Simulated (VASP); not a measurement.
# IrS (F-43m) in VASP: notebook, part 2 of 2

VASP 6.6.1.

### 5 Relaxation of cell and atoms, PBE

INCAR reads:

```
SYSTEM = IrS
  PREC = Accurate
  ENCUT = 500
  EDIFF = 1E-7
  ISMEAR = 0
  SIGMA = 0.1
  LREAL = .FALSE.
  LASPH = .TRUE.
  NELM = 120
  ALGO = Normal
  ISIF = 3
  LWAVE = .FALSE.
  LCHARG = .FALSE.
  GGA = PE
  IBRION = 2
  NSW = 100
  EDIFFG = -0.01
  GGA_COMPAT = .FALSE.
  NELMIN = 4
```

KPOINTS reads:

```
regular mesh
0
G
  18 18 18
  0 0 0
```

POSCAR reads:

```
IrS
1.0
    0.0000000000      2.6375411264      2.6375411264
    2.6375411264      0.0000000000      2.6375411264
    2.6375411264      2.6375411264      0.0000000000
Ir S
1 1
Direct
    0.0000000000      0.0000000000      0.0000000000
    0.2500000000      0.2500000000      0.2500000000
```

Potentials or basis: VASP PAW PBE potentials, release 64 (Ir, S).

Started as:

```
$ cat potpaw_PBE.64/Ir/POTCAR potpaw_PBE.64/S/POTCAR > POTCAR
$ mpirun -np 1 vasp_std > vasp.out
```

OUTCAR:

```text
SYSTEM = IrS
   PREC = Accurate
   ENCUT = 500
   EDIFF = 1E-7
   ISMEAR = 0
   LREAL = .FALSE.
   LASPH = .TRUE.
   NELM = 120
   ISIF = 3
   GGA = PE
   IBRION = 2
   NSW = 100
   EDIFFG = -0.01
   NELMIN = 4

 ion  position               nearest neighbor table
   1  0.000  0.000  0.000-   2 2.28   2 2.28   2 2.28   2 2.28
   2  0.250  0.250  0.250-   1 2.28   1 2.28   1 2.28   1 2.28

  LATTYP: Found a face centered cubic cell.
 ALAT       =     5.2750822528

  Lattice vectors:

 A1 = (   0.0000000000,   2.6375411264,   2.6375411264)
 A2 = (   2.6375411264,   0.0000000000,   2.6375411264)
 A3 = (   2.6375411264,   2.6375411264,   0.0000000000)

Analysis of symmetry for initial positions (statically):
=====================================================================
 Subroutine PRICEL returns:
 Original cell was already a primitive cell.

 Routine SETGRP: Setting up the symmetry group for a
 face centered cubic supercell.

 Subroutine GETGRP returns: Found 24 space group operations
 (whereof 24 operations were pure point group operations)
 out of a pool of 48 trial point group operations.

The static configuration has the point symmetry T_d .

Analysis of symmetry for dynamics (positions and initial velocities):
=====================================================================
 Subroutine PRICEL returns:
 Original cell was already a primitive cell.

 Routine SETGRP: Setting up the symmetry group for a
 face centered cubic supercell.

 Subroutine GETGRP returns: Found 24 space group operations
 (whereof 24 operations were pure point group operations)
 out of a pool of 48 trial point group operations.

The dynamic configuration has the point symmetry T_d .

 Subroutine INISYM returns: Found 24 space group operations
 (whereof 24 operations are pure point group operations),
 and found     1 'primitive' translations

----------------------------------------------------------------------------------------

                                     Primitive cell

  volume of cell :      36.6968

  direct lattice vectors                    reciprocal lattice vectors
     0.000000000  2.637541126  2.637541126    -0.189570504  0.189570504  0.189570504
     2.637541126  0.000000000  2.637541126     0.189570504 -0.189570504  0.189570504
     2.637541126  2.637541126  0.000000000     0.189570504  0.189570504 -0.189570504

  length of vectors
     3.730046432  3.730046432  3.730046432     0.328345744  0.328345744  0.328345744

  position of ions in fractional coordinates (direct lattice)
     0.000000000  0.000000000  0.000000000
     0.250000000  0.250000000  0.250000000

  ion indices of the primitive-cell ions
   primitive index   ion index
                 1           1
                 2           2

----------------------------------------------------------------------------------------

 KPOINTS: regular mesh

Automatic generation of k-mesh.
 Grid dimensions read from file:
 generate k-points for:   18   18   18

[... 50 lines left out ...]
   ions per type =               1   1
   NGX,Y,Z   is equivalent  to a cutoff of  12.48, 12.48, 12.48 a.u.
   NGXF,Y,Z  is equivalent  to a cutoff of  24.96, 24.96, 24.96 a.u.
 SYSTEM =  IrS
   PREC   = accura    normal or accurate (medium, high low for compatibility)
   ISTART =      0    job   : 0-new  1-cont  2-samecut
   ICHARG =      2    charge: 1-file 2-atom 10-const
   ISPIN  =      1    spin polarized calculation?
   LNONCOLLINEAR =      F non collinear calculations
   LSORBIT =      F    spin-orbit coupling
   LASPH  =      T    aspherical Exc in radial PAW
   ENCUT  =  500.0 eV  36.75 Ry    6.06 a.u.   6.80  6.80  6.80*2*pi/ulx,y,z
   NELM   =    120;   NELMIN=  4; NELMDL= -5     # of ELM steps
   EDIFF  = 0.1E-06   stopping-criterion for ELM
   LREAL  =      F    real-space projection
   EDIFFG = -.1E-01   stopping-criterion for IOM
   NSW    =    100    number of steps for IOM
   IBRION =      2    ionic relax: 0-MD 1-quasi-New 2-CG
   NFREE  =      1    steps in history (QN), initial steepest desc. (CG)
   ISIF   =      3    stress and relaxation
   ISYM   =      2    0-nonsym 1-usesym 2-fastsym
   POTIM  = 0.5000    time-step for ionic-motion
   TEBEG  =    0.0;   TEEND  =   0.0 temperature during run
   PSTRESS=    0.0 pullay stress
   NELECT =      15.0000    total number of electrons
   NUPDOWN=      -1.0000    fix difference up-down
   EMIN   =  10.00;   EMAX   =-10.00  energy-range for DOS
   EFERMI =   0.00;   METHOD = LEGACY
   ISMEAR =     0;   SIGMA  =   0.10  broadening in eV -4-tet -1-fermi 0-gaus
   EFERMI_NEDOS =   21; number of points for ismear=-14 and -15
   IALGO  =     38    algorithm
   IMIX   =      4    mixing-type and parameters
     AMIX     =   0.40;   BMIX     =  1.00
     AMIX_MAG =   1.60;   BMIX_MAG =  1.00
  volume/ion in A,a.u.               =      18.35       123.82
  Fermi-wavevector in a.u.,A,eV,Ry     =   1.214962  2.295945 20.084003  1.476133
  Thomas-Fermi vector in A             =   2.350365
   LORBIT       =      0    0 simple, 1 ext, 2 COOP (PROOUT), +10 PAW based schemes
   GGA     = PE    functional components
   LHFCALC =     F    Hartree Fock is set to
   AEXX    =    0.0000 exact exchange contribution
   IVDW    =     0    specifies the selected vdW correction
   LEPSILON=     F    determine dielectric tensor
   LRPA    =     F    only Hartree local field effects (RPA)
 conjugate gradient relaxation of ions
 non-spin polarized calculation
 Gauss-broadening in eV      SIGMA  =   0.10
  energy-cutoff  :      500.00
  volume of cell :       36.70
 maximum number of plane-waves:       948
   NGX = 13   NGY = 13   NGZ = 13

--------------------------------------- Ionic step        1  -------------------------------------------

 number of electron      15.0000002 magnetization

 Free energy of the ion-electron system (eV)
  ---------------------------------------------------
  ext. energy  EPLUGINS =         0.00000000
  ---------------------------------------------------
  free energy    TOTEN  =       -12.76436057 eV

  energy without entropy =      -12.75761720  energy(sigma->0) =      -12.76098888

------------------------ aborting loop because EDIFF is reached ----------------------------------------

  FORCE on cell =-STRESS in cart. coord.  units (eV):
  Direction    XX          YY          ZZ          XY          YZ          ZX
  --------------------------------------------------------------------------------------
  -------------------------------------------------------------------------------------
  Total        0.0429027      0.0429027      0.0429027      0.0000000      0.0000000      0.0000000
  in kB        1.8731287      1.8731287      1.8731287      0.0000000      0.0000000      0.0000000
  external PRESSURE =       1.8731287 kB  Pullay stress =       0.0000000 kB
[... 59 lines left out ...]
--------------------------------------- Ionic step        3  -------------------------------------------

 number of electron      15.0000002 magnetization

 Free energy of the ion-electron system (eV)
  ---------------------------------------------------
  ext. energy  EPLUGINS =         0.00000000
  ---------------------------------------------------
  free energy    TOTEN  =       -12.76438449 eV

  energy without entropy =      -12.75762711  energy(sigma->0) =      -12.76100580

 E-fermi :   6.9417     XC(G=0): -11.0077

 val. band max:        6.9283503666   @ k =  -0.3889   0.2222   0.0556
 cond. band min:       6.9621459632   @ k =  -0.1667   0.1667   0.0556
 fundamental gap:      0.0337955966
 Fermi energy:         6.9416783581

 k-point     1 :       0.0000    0.0000    0.0000
  band No.  band energies     occupation
      1      -9.1089      2.00000
      2       0.0731      2.00000
      3       0.0731      2.00000
      4       0.0731      2.00000
      5       4.0423      2.00000
      6       4.0423      2.00000
      7       7.8283      0.00000
      8       9.9108      0.00000
      9       9.9108      0.00000
     10       9.9108      0.00000
     11      13.9064      0.00000
[... 309 lines left out ...]
 k-point    24 :      -0.2222    0.0556    0.0000
  band No.  band energies     occupation
      1      -8.6606      2.00000
      2      -0.3426      2.00000
      3       0.3190      2.00000
      4       0.3358      2.00000
      5       3.8875      2.00000
      6       4.1142      2.00000
      7       7.1598      0.00203
      8       8.6677      0.00000
      9       9.3371      0.00000
     10       9.8377      0.00000
     11      13.1394      0.00000

 [... further k-points ...]

------------------------ aborting loop because EDIFF is reached ----------------------------------------

  FORCE on cell =-STRESS in cart. coord.  units (eV):
  Direction    XX          YY          ZZ          XY          YZ          ZX
  --------------------------------------------------------------------------------------
  -------------------------------------------------------------------------------------
  Total        0.0023233      0.0023233      0.0023233      0.0000000      0.0000000     -0.0000000
  in kB        0.1013171      0.1013171      0.1013171      0.0000000      0.0000000     -0.0000000
  external PRESSURE =       0.1013171 kB  Pullay stress =       0.0000000 kB
[... 17 lines left out ...]
  FREE ENERGIE OF THE ION-ELECTRON SYSTEM (eV)
  ---------------------------------------------------
  free  energy   TOTEN  =       -12.7643844880 eV

  energy  without entropy=      -12.7576271071  energy(sigma->0) =      -12.76100580

 reached required accuracy - stopping structural energy minimisation
```

CONTCAR:

```text
IrS
   1.00000000000000
     0.0000000000000000    2.6385561476874662    2.6385561476874662
     2.6385561476874662    0.0000000000000000    2.6385561476874662
     2.6385561476874662    2.6385561476874662    0.0000000000000000
  Ir              S
     1     1
Direct
     0.0000000000000000    0.0000000000000000    0.0000000000000000
     0.2500000000000000    0.2500000000000000    0.2500000000000000

  0.00000000E+00  0.00000000E+00  0.00000000E+00
  0.00000000E+00  0.00000000E+00  0.00000000E+00
```

Wall time 58 s (1 thread of Intel Xeon 6975P-C (Granite Rapids), shared host); peak memory 0.23 GiB.

Results:

```
Free energy                           : -12.7644 eV
Relaxed volume                        : 18.37 Å³/atom
Relaxed cell                          : a = 3.731 Å, b = 3.731 Å, c = 3.731 Å, α = 60.00°, β = 60.00°, γ = 60.00°
Space group after relaxing (to 0.1 Å) : F-43m (No. 216)
Energy gained by relaxing             : 0.0 meV/atom
Ionic steps                           : 3
Pressure after relaxing               : 0.0 GPa
Band gap on the k mesh                : zero (an odd number of electrons rules out a gap without spin polarisation)
```

Final structure:
```
CELL_PARAMETERS angstrom
0.00000 2.63856 2.63856
2.63856 0.00000 2.63856
2.63856 2.63856 0.00000
ATOMIC_POSITIONS crystal
Ir 0.00000 0.00000 0.00000
S 0.25000 0.25000 0.25000
```

Caveat: spin-orbit coupling is left out, which moves the levels of the heavy elements.

### 6 Summary

```csv
task,cell,k mesh,gap on the mesh (eV),pressure (GPa),relaxed volume (Å³/atom)
single point,"a = 3.730 Å, angles 60.0°, 2 atoms",6 × 6 × 6,none,0.4,-
relaxation of cell and atoms,"relaxed from a = 3.790 Å, angles 60.0°, 2 atoms",6 × 6 × 6,none,-0.1,18.40
single point,"a = 3.728 Å, angles 60.0°, 2 atoms",18 × 18 × 18,none,0.5,-
relaxation of cell and atoms,"relaxed from a = 3.730 Å, angles 60.0°, 2 atoms",18 × 18 × 18,none,0.0,18.37
```

Alike in all rows: level PBE; potentials or basis VASP PAW PBE potentials, release 64 (Ir, S); no spin polarisation; cutoff (eV) 500; smearing gaussian 0.1 eV.

Caveats: spin-orbit coupling is left out, which moves the levels of the heavy elements.

Total energies depend on the potentials used, so only differences within one code and one set of settings carry meaning.
